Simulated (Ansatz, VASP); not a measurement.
# BN: VASP beside Ansatz

```xyz
2
Lattice="0.0000 1.8025 1.8025 1.8025 0.0000 1.8025 1.8025 1.8025 0.0000" Properties=species:S:1:pos:R:3 pbc="T T T"
B     0.0000    0.0000    0.0000
N     0.9013    0.9013    0.9013
```

Alike in both runs: task single point; functional PBEsol; k mesh 10 × 10 × 10; no spin polarisation.

|  | VASP | Ansatz |
| --- | --- | --- |
| version | VASP 6.6.1 | Ansatz 0.2.0 |
| potentials or method | VASP PAW PBE potentials, release 64 (B, N), cutoff 600 eV | scalar-relativistic, plane waves, PAW |
| occupations | gaussian, width 0.01 eV | fixed |
| valence electrons in the cell | 8 | 8 |

```csv
,VASP,Ansatz,Ansatz less VASP
gap on the k mesh at the Fermi level (eV),4.29,4.29,+0.008
least direct gap on the mesh (eV),8.80,8.80,+0.004
pressure (GPa),0.5,0.0,-0.52
```

VASP's potentials were made for PBE, not for PBEsol, and Ansatz warns of the same on its side.
